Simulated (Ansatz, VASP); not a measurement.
**Two plane-wave programs on Ti**

INCAR

```
SYSTEM = Ti
ALGO = Fast
EDIFF = 1E-6
ENCUT = 520
GGA = PS
ISIF = 2
ISMEAR = 0
LASPH = .TRUE.
LCHARG = .FALSE.
LREAL = .FALSE.
LWAVE = .FALSE.
NBANDS = 12
NELM = 100
PREC = Accurate
SIGMA = 0.15
```

File KPOINTS:

```
k-points
0
G
  20 20 20
  0 0 0
```

POSCAR

```
Ti
1.0
    0.0000000000      2.0300000000      1.8777500000
    2.0300000000      0.0000000000      1.8777500000
    2.0300000000      2.0300000000      0.0000000000
Ti
1
Direct
    0.0000000000      0.0000000000      0.0000000000
```

Input for Ansatz:

```yaml
crystal:
  lattice:
    - [0.0, 2.03, 1.87775]
    - [2.03, 0.0, 1.87775]
    - [2.03, 2.03, 0.0]
  atoms:
    - { symbol: Ti, position: [0.0, 0.0, 0.0] }
basis:
  ecutwfc: 420
kpoints:
  mp_grid: { grid: [20, 20, 20] }
hamiltonian:
  xc: pbesol
scf:
  occupations: { method: gaussian, width: 0.15 }
output:
  forces: true
  stress: true
  eigenvalues: true
```

Change from the starting cell: strain -0.0750 x Voigt [0, 0, 1, 0, 0, 0], atoms carried along.

Alike in both runs: task single point; functional PBEsol; k mesh 20 × 20 × 20; occupations gaussian, width 0.15 eV; no spin polarisation.

|  | VASP | Ansatz |
| --- | --- | --- |
| version | VASP 6.6.1 | Ansatz 0.2.0 |
| potentials or method | VASP PAW PBE potentials, release 64 (Ti_sv), cutoff 520 eV | scalar-relativistic, plane waves, PAW |
| valence electrons in the cell | 12 | 12 |

|  | VASP | Ansatz | Ansatz less VASP |
| --- | --- | --- | --- |
| gap on the k mesh at the Fermi level (eV) | none | none | - |
| pressure (GPa) | 9.3 | 9.7 | +0.45 |
| traceless stress, the component that is largest in VASP (GPa) | 1.65 | 1.63 | -0.021 |

VASP's potentials were made for PBE, not for PBEsol. A gap of «none» marks a metal or a gap that the smearing closes.
